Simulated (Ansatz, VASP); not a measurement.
# One calculation of Al, two programs

File POSCAR:

```
Al
1.0
    0.0000000000      1.9936203000      2.0846994000
    1.9936203000      0.0000000000      2.0846994000
    1.9936203000      1.9936203000      0.0000000000
Al
1
Direct
    0.0000000000      0.0000000000      0.0000000000
```

The input INCAR.step1:

```
SYSTEM = Al
PREC     = Accurate       ! precision mode
ENCUT    = 520            ! plane-wave cutoff, eV
ISMEAR   = 0              ! smearing method
SIGMA    = 0.15           ! smearing width, eV
LREAL    = .False.        ! projectors in reciprocal space
LASPH    = .True.         ! aspherical terms in the spheres
NELM     = 60             ! most SCF steps
NBANDS   = 8              ! bands
GGA      = PE             ! functional
ALGO     = Normal         ! electronic algorithm
EDIFF    = 1E-4           ! SCF threshold, eV
LWAVE    = .True.         ! write WAVECAR
LCHARG   = .False.        ! write CHGCAR
```

The input INCAR.step2:

```
SYSTEM = Al
PREC     = Accurate       ! precision mode
ENCUT    = 520            ! plane-wave cutoff, eV
EDIFF    = 1E-6           ! SCF threshold, eV
ISMEAR   = 0              ! smearing method
SIGMA    = 0.15           ! smearing width, eV
LREAL    = .False.        ! projectors in reciprocal space
LASPH    = .True.         ! aspherical terms in the spheres
NELM     = 60             ! most SCF steps
ALGO     = Normal         ! electronic algorithm
ISIF     = 2              ! what is computed and relaxed
LWAVE    = .False.        ! write WAVECAR
LCHARG   = .False.        ! write CHGCAR
METAGGA  = R2SCAN         ! meta-GGA
LMIXTAU  = .True.       
NBANDS   = 8              ! bands
ISTART   = 1
```

File KPOINTS:

```
Automatic mesh
0
Gamma
  20 20 20
  0 0 0
```

Input for Ansatz:

```yaml
crystal:
  lattice:
    - [0.0, 1.9936203, 2.0846994]
    - [1.9936203, 0.0, 2.0846994]
    - [1.9936203, 1.9936203, 0.0]
  atoms:
    - { symbol: Al, position: [0.0, 0.0, 0.0] }
basis:
  ecutwfc: 500
kpoints:
  mp_grid: { grid: [20, 20, 20] }
hamiltonian:
  xc: r2scan
scf:
  occupations: { method: gaussian, width: 0.15 }
output:
  forces: true
  stress: true
  eigenvalues: true
  write_density: true
  write_potential: true
  elf: true
  volumetric_format: npy
```

Change from the starting cell: strain -0.015 along x and y, +0.030 along z, atoms carried along.

Alike in both runs: task single point; functional r2SCAN; k mesh 20 × 20 × 20; occupations gaussian, width 0.15 eV; no spin polarisation.

```csv
,VASP,Ansatz
version,VASP 6.6.1,Ansatz 0.2.0
potentials or method,"VASP PAW PBE potentials, release 64 (Al), cutoff 520 eV","scalar-relativistic, plane waves, PAW"
valence electrons in the cell,3,3
```

|  | VASP | Ansatz | Ansatz less VASP |
| --- | --- | --- | --- |
| gap on the k mesh at the Fermi level (eV) | none | none | - |
| pressure (GPa) | -3.6 | -3.3 | +0.29 |
| traceless stress, the component that is largest in VASP (GPa) | -1.93 | -1.93 | -0.002 |

VASP's potentials were made for PBE, not for r2SCAN. A gap of «none» marks a metal or a gap that the smearing closes. The functional is the same, so the differences come from potentials, cutoffs and numerics.
